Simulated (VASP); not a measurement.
Input of a VASP 6.6.1 run:

File POSCAR:

```
Ir
1.0
    0.0000000000      1.9728160174      1.9728160174
    1.9728160174      0.0000000000      1.9728160174
    1.9728160174      1.9728160174      0.0000000000
Ir
1
Direct
    0.0000000000      0.0000000000      0.0000000000
```

Contents of INCAR.step1:

```
PREC = Accurate ; ENCUT = 520
ISMEAR = -1 ; SIGMA = 0.1
LREAL = False ; LASPH = True
NELM = 100 ; NBANDS = 10
GGA = PE ; ALGO = Normal
EDIFF = 1E-4 ; LWAVE = True
LCHARG = False
```

INCAR.step2

```
PREC = Accurate ; ENCUT = 520
EDIFF = 1E-7 ; ISMEAR = -1
SIGMA = 0.1 ; LREAL = False
LASPH = True ; NELM = 100
ALGO = Normal ; ISIF = 2
LWAVE = False ; LCHARG = False
METAGGA = R2SCAN ; LMIXTAU = True
NBANDS = 10 ; ISTART = 1
```

The input KPOINTS:

```
Automatic mesh
0
Gamma
  23 23 23
```

Potentials or basis: VASP PAW PBE potentials, release 64 (Ir).

Command:

```sh
$ cat potpaw_PBE.64/Ir/POTCAR > POTCAR
$ cp INCAR.step1 INCAR
$ mpirun -np 1 vasp_std > vasp.out
$ cp INCAR.step2 INCAR
$ mpirun -np 1 vasp_std > vasp.out
```

Q: Estimate the pressure.

A: -22.3 GPa.

Caveat: the PAW data sets were made with another functional, which shifts forces and pressure a little.
